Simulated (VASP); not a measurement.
Runs of VASP 6.6.1 on K. The structure is that of space group Fm-3m (No. 225), or close to it. The cells are those of the table. This isn't the form of K at room conditions, which is bcc.

```csv
task,cell,gap on the mesh (eV),pressure (GPa)
single point,"a = 3.350 Å, angles 60.0°, 1 atom",none,20.0
single point,"a = 3.646 Å, angles 60.0°, 1 atom",none,(a)
relaxation of cell and atoms,"relaxed from a = 4.653 Å, angles 60.0°, 1 atom",none,0.0
relaxation of cell and atoms,"relaxed to 20 GPa from a = 4.653 Å, angles 60.0°, 1 atom",none,20.0
single point,"a = 3.911 Å, angles 60.0°, 1 atom",none,5.0
```

Alike in all rows: level PBEsol; potentials or basis VASP PAW PBE potentials, release 64 (K_sv); no spin polarisation; k mesh 11 × 11 × 11; cutoff (eV) 500; smearing methfessel-paxton 0.05 eV.

Q: Estimate the missing entries.

A: (a) 10.0.

Caveats: the PAW data sets were made with another functional, which shifts forces and pressure a little; the cell stands under pressure (at least some runs); the relaxation stopped at its first step, so nothing moved (at least some runs); the cell is relaxed towards a set pressure, so the run minimises the enthalpy, not the energy (at least some runs).

A gap of «none» marks levels without a gap at the run's occupations.
